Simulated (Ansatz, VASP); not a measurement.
## One calculation of Ta2F, two programs

```
CELL_PARAMETERS angstrom
6.24217 0.00000 0.00000
0.00000 3.02440 0.00000
-0.01320 0.00000 5.04391
ATOMIC_POSITIONS crystal
Ta 0.65666 0.56653 0.38561
Ta 0.34334 0.06653 0.11439
Ta 0.34334 0.43347 0.61439
Ta 0.65666 0.93347 0.88561
F 0.00000 0.00000 0.00000
F 0.00000 0.50000 0.50000
```

Alike in both runs: task relaxation of cell and atoms; functional PBE; k mesh 3 × 5 × 3; occupations gaussian, width 0.2 eV; no spin polarisation.

|  | VASP | Ansatz |
| --- | --- | --- |
| version | VASP 6.6.1 | Ansatz 0.2.0 |
| potentials or method | VASP PAW PBE potentials, release 64 (Ta_pv, F), cutoff 600 eV | scalar-relativistic, plane waves, PAW |
| valence electrons in the cell | 58 | 66 |

VASP gave:

- gap on the k mesh at the Fermi level, each at its own relaxed structure (eV): none
- relaxed volume (Å³/atom): 17.14
- relaxed cell length with the largest relative difference (Å): 5.743

**Question.** Which values does Ansatz return?

**Answer.** gap on the k mesh at the Fermi level, each at its own relaxed structure (eV): none; relaxed volume (Å³/atom): 16.86; relaxed cell length with the largest relative difference (Å): 5.576.

A gap of «none» marks a metal or a gap that the smearing closes. VASP's potentials hold 58 valence electrons a cell and Ansatz's 66, so a difference there can come from the potentials and not from the codes.

The k mesh is coarse, so the values compare programs but aren't converged. Spin-orbit coupling is off throughout.
